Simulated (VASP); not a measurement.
# Y4C3 (Pm-3m) in VASP: further runs

The runs below take Y4C3 through single point, relaxation of cell and atoms, with PBE.

Program: VASP 6.6.1. These are calculated values, not measurements. Logs are shortened: lines on timing, memory, paths and dates and some standing lists are left out, and cuts for length are marked.

### 1 The cell of the first run

It takes space group Pm-3m (No. 221, cubic). Conventional cell: a = 5.067 Å, b = 5.067 Å, c = 5.067 Å, α = 90.00°, β = 90.00°, γ = 90.00°. Y (site symmetry 4/mmm) has 4 C at 2.53 Å within 3.3 Å. Within 3.3 Å of Y (site symmetry m-3m) lie 6 C at 2.53 Å. Within 3.3 Å of C (site symmetry 4/mmm) lie 6 Y at 2.53 Å.

The cell was built from a structure type or drawn by symmetry, and may not be a known phase.

### 2 Single point, PBE

INCAR

```
SYSTEM = Y4C3
ALGO = Normal ; EDIFF = 1E-6
ENCUT = 520 ; GGA = PE
ISIF = 2 ; ISMEAR = 0
LASPH = .TRUE. ; LCHARG = .FALSE.
LREAL = .FALSE. ; LWAVE = .FALSE.
NBANDS = 37 ; NELM = 100
PREC = Accurate ; SIGMA = 0.1
```

KPOINTS

```
k-points
0
G
  8 8 8
  0 0 0
```

POSCAR

```
Y4C3
1.0
    5.0669854021      0.0000000000      0.0000000000
    0.0000000000      5.0669854021      0.0000000000
    0.0000000000      0.0000000000      5.0669854021
Y C
4 3
Direct
    0.5000000000      0.0000000000      0.0000000000
    0.0000000000      0.5000000000      0.0000000000
    0.0000000000      0.0000000000      0.5000000000
    0.5000000000      0.5000000000      0.5000000000
    0.0000000000      0.5000000000      0.5000000000
    0.5000000000      0.0000000000      0.5000000000
    0.5000000000      0.5000000000      0.0000000000
```

Potentials or basis: VASP PAW PBE potentials, release 64 (Y_sv, C).

Started as:

```console
cat potpaw_PBE.64/Y_sv/POTCAR potpaw_PBE.64/C/POTCAR > POTCAR
mpirun -np 1 vasp_std > vasp.out
```

OUTCAR:

```text
SYSTEM = Y4C3
   EDIFF = 1E-6
   ENCUT = 520
   GGA = PE
   ISIF = 2
   ISMEAR = 0
   LASPH = .TRUE.
   LREAL = .FALSE.
   NELM = 100
   PREC = Accurate

 ion  position               nearest neighbor table
   1  0.500  0.000  0.000-   6 2.53   7 2.53   6 2.53   7 2.53   3 3.58   3 3.58   4 3.58   4 3.58
                             2 3.58   4 3.58   2 3.58   4 3.58   2 3.58   3 3.58   3 3.58   2 3.58
   2  0.000  0.500  0.000-   5 2.53   7 2.53   5 2.53   7 2.53   3 3.58   3 3.58   4 3.58   4 3.58
                             1 3.58   3 3.58   3 3.58   1 3.58   4 3.58   1 3.58   4 3.58   1 3.58
   3  0.000  0.000  0.500-   5 2.53   6 2.53   5 2.53   6 2.53   2 3.58   1 3.58   2 3.58   2 3.58
                             4 3.58   4 3.58   2 3.58   1 3.58   4 3.58   1 3.58   1 3.58   4 3.58
   4  0.500  0.500  0.500-   5 2.53   6 2.53   7 2.53   7 2.53   6 2.53   5 2.53   1 3.58   2 3.58
                             1 3.58   1 3.58   3 3.58   2 3.58   1 3.58   2 3.58   3 3.58   3 3.58
   5  0.000  0.500  0.500-   2 2.53   3 2.53   4 2.53   2 2.53   3 2.53   4 2.53
   6  0.500  0.000  0.500-   1 2.53   3 2.53   4 2.53   1 2.53   4 2.53   3 2.53
   7  0.500  0.500  0.000-   1 2.53   2 2.53   4 2.53   4 2.53   1 2.53   2 2.53

  LATTYP: Found a simple cubic cell.
 ALAT       =     5.0669854021

  Lattice vectors:

 A1 = (   5.0669854021,   0.0000000000,   0.0000000000)
 A2 = (   0.0000000000,   5.0669854021,   0.0000000000)
 A3 = (   0.0000000000,   0.0000000000,   5.0669854021)

Analysis of symmetry for initial positions (statically):
=====================================================================
 Subroutine PRICEL returns:
 Original cell was already a primitive cell.

 Routine SETGRP: Setting up the symmetry group for a
 simple cubic supercell.

 Subroutine GETGRP returns: Found 48 space group operations
 (whereof 48 operations were pure point group operations)
 out of a pool of 48 trial point group operations.

The static configuration has the point symmetry O_h .

Analysis of symmetry for dynamics (positions and initial velocities):
=====================================================================
 Subroutine PRICEL returns:
 Original cell was already a primitive cell.

 Routine SETGRP: Setting up the symmetry group for a
 simple cubic supercell.

 Subroutine GETGRP returns: Found 48 space group operations
 (whereof 48 operations were pure point group operations)
 out of a pool of 48 trial point group operations.

The dynamic configuration has the point symmetry O_h .

 Subroutine INISYM returns: Found 48 space group operations
 (whereof 48 operations are pure point group operations),
 and found     1 'primitive' translations

----------------------------------------------------------------------------------------

                                     Primitive cell

  volume of cell :     130.0915

  direct lattice vectors                    reciprocal lattice vectors
     5.066985402  0.000000000  0.000000000     0.197356006  0.000000000  0.000000000
     0.000000000  5.066985402  0.000000000     0.000000000  0.197356006  0.000000000
     0.000000000  0.000000000  5.066985402     0.000000000  0.000000000  0.197356006

  length of vectors
     5.066985402  5.066985402  5.066985402     0.197356006  0.197356006  0.197356006

  position of ions in fractional coordinates (direct lattice)
     0.500000000  0.000000000  0.000000000
     0.000000000  0.500000000  0.000000000
     0.000000000  0.000000000  0.500000000
     0.500000000  0.500000000  0.500000000
     0.000000000  0.500000000  0.500000000
     0.500000000  0.000000000  0.500000000
     0.500000000  0.500000000  0.000000000

  ion indices of the primitive-cell ions
   primitive index   ion index
                 1           1
                 2           2
                 3           3
                 4           4
                 5           5
                 6           6
                 7           7

----------------------------------------------------------------------------------------

 KPOINTS: k-points

Automatic generation of k-mesh.
 Grid dimensions read from file:
 generate k-points for:    8    8    8

 Generating k-lattice:

  Cartesian coordinates                     Fractional coordinates (reciprocal lattice)
     0.024669501  0.000000000  0.000000000     0.125000000  0.000000000  0.000000000
     0.000000000  0.024669501  0.000000000     0.000000000  0.125000000  0.000000000
     0.000000000  0.000000000  0.024669501     0.000000000  0.000000000  0.125000000

  Length of vectors
     0.024669501  0.024669501  0.024669501

  Shift w.r.t. Gamma in fractional coordinates (k-lattice)
     0.000000000  0.000000000  0.000000000

 Subroutine IBZKPT returns following result:
 ===========================================

 Found     35 irreducible k-points:

 Following reciprocal coordinates:
            Coordinates               Weight
  0.000000  0.000000  0.000000      1.000000
  0.125000  0.000000  0.000000      6.000000
  0.250000  0.000000  0.000000      6.000000
  0.375000  0.000000  0.000000      6.000000
  0.500000  0.000000  0.000000      3.000000
  0.125000  0.125000  0.000000     12.000000
[... 16 lines left out ...]
  0.375000  0.375000  0.125000     24.000000
  0.500000  0.375000  0.125000     24.000000
 [... further k-points ...]
   k-points           NKPTS =     35   k-points in BZ     NKDIM =     35   number of bands    NBANDS=     37
   number of dos      NEDOS =    301   number of ions     NIONS =      7
   total plane-waves  NPLWV =  64000
   dimension x,y,z NGX =    40 NGY =   40 NGZ =   40
   dimension x,y,z NGXF=    80 NGYF=   80 NGZF=   80
   ions per type =               4   3
   NGX,Y,Z   is equivalent  to a cutoff of  13.12, 13.12, 13.12 a.u.
   NGXF,Y,Z  is equivalent  to a cutoff of  26.25, 26.25, 26.25 a.u.
 SYSTEM =  Y4C3
   PREC   = accura    normal or accurate (medium, high low for compatibility)
   ISTART =      0    job   : 0-new  1-cont  2-samecut
   ICHARG =      2    charge: 1-file 2-atom 10-const
   ISPIN  =      1    spin polarized calculation?
   LNONCOLLINEAR =      F non collinear calculations
   LSORBIT =      F    spin-orbit coupling
   LASPH  =      T    aspherical Exc in radial PAW
   ENCUT  =  520.0 eV  38.22 Ry    6.18 a.u.   9.42  9.42  9.42*2*pi/ulx,y,z
   NELM   =    100;   NELMIN=  2; NELMDL= -5     # of ELM steps
   EDIFF  = 0.1E-05   stopping-criterion for ELM
   LREAL  =      F    real-space projection
   EDIFFG = 0.1E-04   stopping-criterion for IOM
   NSW    =      0    number of steps for IOM
   IBRION =     -1    ionic relax: 0-MD 1-quasi-New 2-CG
   NFREE  =      0    steps in history (QN), initial steepest desc. (CG)
   ISIF   =      2    stress and relaxation
   ISYM   =      2    0-nonsym 1-usesym 2-fastsym
   POTIM  = 0.5000    time-step for ionic-motion
   TEBEG  =    0.0;   TEEND  =   0.0 temperature during run
   PSTRESS=    0.0 pullay stress
   NELECT =      56.0000    total number of electrons
   NUPDOWN=      -1.0000    fix difference up-down
   EMIN   =  10.00;   EMAX   =-10.00  energy-range for DOS
   EFERMI =   0.00;   METHOD = LEGACY
   ISMEAR =     0;   SIGMA  =   0.10  broadening in eV -4-tet -1-fermi 0-gaus
   EFERMI_NEDOS =   21; number of points for ismear=-14 and -15
   IALGO  =     38    algorithm
   IMIX   =      4    mixing-type and parameters
     AMIX     =   0.40;   BMIX     =  1.00
     AMIX_MAG =   1.60;   BMIX_MAG =  1.00
  volume/ion in A,a.u.               =      18.58       125.41
  Fermi-wavevector in a.u.,A,eV,Ry     =   1.236103  2.335895 20.789017  1.527950
  Thomas-Fermi vector in A             =   2.370725
   LORBIT       =      0    0 simple, 1 ext, 2 COOP (PROOUT), +10 PAW based schemes
   GGA     = PE    functional components
   LHFCALC =     F    Hartree Fock is set to
   AEXX    =    0.0000 exact exchange contribution
   IVDW    =     0    specifies the selected vdW correction
   LEPSILON=     F    determine dielectric tensor
   LRPA    =     F    only Hartree local field effects (RPA)
 non-spin polarized calculation
 Gauss-broadening in eV      SIGMA  =   0.10
  energy-cutoff  :      520.00
  volume of cell :      130.09
 maximum number of plane-waves:      3544
 NGX is ok and might be reduce to    40
   NGX = 19   NGY = 19   NGZ = 19

 number of electron      56.0000006 magnetization

 Free energy of the ion-electron system (eV)
  ---------------------------------------------------
  ext. energy  EPLUGINS =         0.00000000
  ---------------------------------------------------
  free energy    TOTEN  =       -54.45307936 eV

  energy without entropy =      -54.43052132  energy(sigma->0) =      -54.44180034

 E-fermi :   3.3812     XC(G=0): -10.4749

 val. band max:        3.3782249649   @ k =   0.5000   0.2500   0.2500
 cond. band min:       3.3866745744   @ k =   0.2500   0.2500   0.0000
 fundamental gap:      0.0084496096
 Fermi energy:         3.3811553355

 k-point     1 :       0.0000    0.0000    0.0000
  band No.  band energies     occupation
      1     -38.0594      2.00000
      2     -37.9870      2.00000
      3     -37.9870      2.00000
      4     -36.9388      2.00000
      5     -18.3946      2.00000
      6     -18.3946      2.00000
[... 29 lines left out ...]
     36       7.9404      0.00000
     37       7.9404      0.00000

 k-point     2 :       0.1250    0.0000    0.0000
  band No.  band energies     occupation
      1     -38.0568      2.00000
      2     -37.9894      2.00000
      3     -37.9870      2.00000
      4     -36.9389      2.00000
      5     -18.3863      2.00000
      6     -18.3863      2.00000
[... 29 lines left out ...]
     36       7.8853      0.00000
     37       7.9877      0.00000

 k-point     3 :       0.2500    0.0000    0.0000
  band No.  band energies     occupation
      1     -38.0498      2.00000
      2     -37.9961      2.00000
      3     -37.9869      2.00000
      4     -36.9392      2.00000
      5     -18.3647      2.00000
      6     -18.3647      2.00000
[... 29 lines left out ...]
     36       7.1611      0.00000
     37       8.1233      0.00000

 k-point     4 :       0.3750    0.0000    0.0000
  band No.  band energies     occupation
      1     -38.0403      2.00000
      2     -38.0053      2.00000
      3     -37.9869      2.00000
      4     -36.9396      2.00000
      5     -18.3404      2.00000
      6     -18.3404      2.00000
[... 29 lines left out ...]
     36       7.5392      0.00000
     37       8.3459      0.00000
[... 683 lines left out ...]
      1     -38.0259      2.00000
      2     -38.0107      2.00000
      3     -37.9950      2.00000
      4     -36.9399      2.00000
      5     -18.4478      2.00000
      6     -18.2613      2.00000
[... 29 lines left out ...]
     36       8.3056      0.00000
     37       8.6712      0.00000

 k-point    23 :       0.3750    0.3750    0.1250
  band No.  band energies     occupation
      1     -38.0242      2.00000
      2     -38.0070      2.00000
      3     -38.0002      2.00000
      4     -36.9400      2.00000
      5     -18.4694      2.00000
      6     -18.2525      2.00000
[... 29 lines left out ...]
     36       7.8810      0.00000
     37       8.6093      0.00000

 k-point    24 :       0.5000    0.3750    0.1250
  band No.  band energies     occupation
      1     -38.0188      2.00000
      2     -38.0105      2.00000
      3     -38.0020      2.00000
      4     -36.9400      2.00000
      5     -18.4772      2.00000
      6     -18.2405      2.00000
[... 29 lines left out ...]
     36       8.3953      0.00000
     37       8.6507      0.00000

 [... further k-points ...]

------------------------ aborting loop because EDIFF is reached ----------------------------------------

  FORCE on cell =-STRESS in cart. coord.  units (eV):
  Direction    XX          YY          ZZ          XY          YZ          ZX
  --------------------------------------------------------------------------------------
  -------------------------------------------------------------------------------------
  Total       -0.0946973     -0.0946973     -0.0946973      0.0000000      0.0000000      0.0000000
  in kB       -1.1662700     -1.1662700     -1.1662700      0.0000000      0.0000000      0.0000000
  external PRESSURE =      -1.1662700 kB  Pullay stress =       0.0000000 kB

 VOLUME and BASIS-vectors are now :
 -----------------------------------------------------------------------------
  energy-cutoff  :      520.00
  volume of cell :      130.09
      direct lattice vectors                 reciprocal lattice vectors
     5.066985402  0.000000000  0.000000000     0.197356006  0.000000000  0.000000000
     0.000000000  5.066985402  0.000000000     0.000000000  0.197356006  0.000000000
     0.000000000  0.000000000  5.066985402     0.000000000  0.000000000  0.197356006

 POSITION                                       TOTAL-FORCE (eV/Angst)
 -----------------------------------------------------------------------------------
      2.53349      0.00000      0.00000         0.000000      0.000000      0.000000
      0.00000      2.53349      0.00000         0.000000      0.000000      0.000000
      0.00000      0.00000      2.53349         0.000000      0.000000      0.000000
      2.53349      2.53349      2.53349         0.000000      0.000000      0.000000
      0.00000      2.53349      2.53349         0.000000      0.000000      0.000000
      2.53349      0.00000      2.53349         0.000000      0.000000      0.000000
      2.53349      2.53349      0.00000         0.000000      0.000000      0.000000
 -----------------------------------------------------------------------------------
    total drift:                                0.000000      0.000000      0.000000

  FREE ENERGIE OF THE ION-ELECTRON SYSTEM (eV)
  ---------------------------------------------------
  free  energy   TOTEN  =       -54.4530793596 eV

  energy  without entropy=      -54.4305213207  energy(sigma->0) =      -54.44180034
```

It took 3 min on 1 thread of Intel Xeon 6975P-C (Granite Rapids), shared host; peak memory 0.33 GiB.

What came out:

```yaml
Free_energy: -54.4531 eV
Pressure: -0.1 GPa
Band_gap_on_the_k_mesh: zero (bands 28 and 29 overlap by 1.04 eV)
```

Levels at points of the mesh, in eV from the Fermi level:
```tsv
k point	band 26	band 27	band 28	band 29	band 30	band 31
(0.00, 0.00, 0.00)	0.12	0.76	0.76	0.76	1.27	1.27
(0.50, 0.00, 0.00)	-0.44	-0.44	0.64	0.64	1.01	1.38
(0.50, 0.50, 0.00)	-0.79	-0.79	-0.71	0.16	1.14	1.90
(0.50, 0.50, 0.50)	-1.34	-1.07	-1.07	1.09	1.51	1.51
```

### 3 Relaxation of cell and atoms, PBE

INCAR

```
SYSTEM = Y4C3
PREC     = Accurate       ! precision mode
ENCUT    = 600            ! plane-wave cutoff, eV
EDIFF    = 1E-7           ! SCF threshold, eV
ISMEAR   = 0              ! smearing method
SIGMA    = 0.1            ! smearing width, eV
LREAL    = .False.        ! projectors in reciprocal space
LASPH    = .True.         ! aspherical terms in the spheres
NELM     = 100            ! most SCF steps
ALGO     = Normal         ! electronic algorithm
ISIF     = 3              ! what is computed and relaxed
LWAVE    = .False.        ! write WAVECAR
LCHARG   = .False.        ! write CHGCAR
GGA      = PE             ! functional
IBRION   = 2              ! ionic algorithm
NSW      = 100            ! ionic steps
EDIFFG   = -0.01          ! ionic threshold
```

KPOINTS

```
Automatic mesh
0
Gamma
  8 8 8
  0 0 0
```

POSCAR: that of step 2 with these lines changed.

```diff
@@ -2,5 +2,5 @@
 1.0
-    5.0669854021      0.0000000000      0.0000000000
-    0.0000000000      5.0669854021      0.0000000000
-    0.0000000000      0.0000000000      5.0669854021
+    5.0678656927      0.0000000000      0.0000000000
+    0.0000000000      5.0678656927      0.0000000000
+    0.0000000000      0.0000000000      5.0678656927
 Y C
```

Potentials or basis: VASP PAW PBE potentials, release 64 (Y_sv, C).

Started as:

```console
cat potpaw_PBE.64/Y_sv/POTCAR potpaw_PBE.64/C/POTCAR > POTCAR
mpirun -np 1 vasp_std > vasp.out
```

Run time: 8.7 min. Hardware: 1 thread of Intel Xeon 6975P-C (Granite Rapids), shared host; peak memory 0.35 GiB.

The run converged. Its results:

```
Free energy                           : -54.4544 eV
Relaxed volume                        : 18.56 Å³/atom
Relaxed cell                          : a = 5.065 Å, b = 5.065 Å, c = 5.065 Å, α = 90.00°, β = 90.00°, γ = 90.00°
Space group after relaxing (to 0.1 Å) : Pm-3m (No. 221)
Energy gained by relaxing             : 0.0 meV/atom
Ionic steps                           : 3
Pressure after relaxing               : 0.0 GPa
Band gap on the k mesh                : zero (bands 28 and 29 overlap by 1.04 eV)
```

The path:
| step | energy change (eV) | largest force (eV/Å) | pressure (GPa) | volume (Å³) |
| --- | --- | --- | --- | --- |
| 1 | 0.0000 | 0.0000 | -0.21 | 130.16 |
| 2 | -0.0001 | 0.0000 | 0.17 | 129.71 |
| 3 | -0.0002 | 0.0000 | 0.00 | 129.91 |

Final structure:
```xyz
7
Lattice="5.0646 0.0000 0.0000 0.0000 5.0646 0.0000 0.0000 0.0000 5.0646" Properties=species:S:1:pos:R:3 pbc="T T T"
Y     2.5323    0.0000    0.0000
Y     0.0000    2.5323    0.0000
Y     0.0000    0.0000    2.5323
Y     2.5323    2.5323    2.5323
C     0.0000    2.5323    2.5323
C     2.5323    0.0000    2.5323
C     2.5323    2.5323    0.0000
```

Levels at points of the mesh, in eV from the Fermi level:
```tsv
k point	band 25	band 26	band 27	band 28	band 29	band 30	band 31	band 32
(0.00, 0.00, 0.00)	0.12	0.12	0.76	0.76	0.76	1.27	1.27	1.27
(0.50, 0.00, 0.00)	-0.64	-0.44	-0.44	0.64	0.64	1.00	1.38	2.54
(0.50, 0.50, 0.00)	-0.79	-0.79	-0.79	-0.71	0.16	1.14	1.91	1.91
(0.50, 0.50, 0.50)	-1.34	-1.34	-1.07	-1.07	1.09	1.51	1.51	1.51
```

### 4 Single point, PBE

This run uses another cell than the first one, of 12.15 Å³/atom.

INCAR

```
SYSTEM = Y4C3
  PREC = Accurate
  ENCUT = 520
  EDIFF = 1E-7
  ISMEAR = 0
  SIGMA = 0.1
  LREAL = .FALSE.
  LASPH = .TRUE.
  NELM = 100
  ALGO = Normal
  ISIF = 2
  LWAVE = .FALSE.
  LCHARG = .FALSE.
  GGA = PE
  NBANDS = 37
```

KPOINTS

```
Automatic mesh
0
G
  4 4 4
  0 0 0
```

POSCAR: that of step 3 with these lines changed.

```diff
@@ -2,5 +2,5 @@
 1.0
-    5.0678656927      0.0000000000      0.0000000000
-    0.0000000000      5.0678656927      0.0000000000
-    0.0000000000      0.0000000000      5.0678656927
+    4.3979548900      0.0000000000      0.0000000000
+    0.0000000000      4.3979548900      0.0000000000
+    0.0000000000      0.0000000000      4.3979548900
 Y C
```

Started as:

```console
cat potpaw_PBE.64/Y_sv/POTCAR potpaw_PBE.64/C/POTCAR > POTCAR
mpirun -np 1 vasp_std > vasp.out
```

It took 66 s on 1 thread of Intel Xeon 6975P-C (Granite Rapids), shared host; peak memory 0.22 GiB.

It converged, with:

```
Free energy            : -44.8476 eV
Pressure               : 93.3 GPa
Band gap on the k mesh : zero (bands 28 and 29 overlap by 2.22 eV)
```

Levels at points of the mesh, in eV from the Fermi level:
```
           k point  band 25  band 26  band 27  band 28  band 29  band 30  band 31  band 32
(0.00, 0.00, 0.00)     0.93     0.93     1.62     1.62     1.62     1.83     1.83     1.83
(0.50, 0.00, 0.00)    -0.34     0.06     0.06     0.39     0.60     0.94     0.94     3.14
(0.50, 0.50, 0.00)    -1.80    -0.68    -0.68    -0.57     0.69     1.41     2.35     2.35
(0.50, 0.50, 0.50)    -2.69    -2.69    -2.33    -2.33     1.51     1.51     1.51     3.33
```

Caveat: the cell stands under pressure.

### 5 Summary

```tsv
task	cell	k mesh	cutoff (eV)	gap on the mesh (eV)	pressure (GPa)
single point	a = 5.067 Å, 7 atoms	8 × 8 × 8	520	none	-0.1
relaxation of cell and atoms	relaxed from a = 5.068 Å, 7 atoms	8 × 8 × 8	600	none	0.0
single point	a = 4.398 Å, 7 atoms	4 × 4 × 4	520	none	93.3
```

Alike in all rows: level PBE; potentials or basis VASP PAW PBE potentials, release 64 (Y_sv, C); no spin polarisation; smearing gaussian 0.1 eV.

Caveats: the cell stands under pressure (at least some runs).

Total energies depend on the potentials used, so only differences within one code and one set of settings carry meaning.
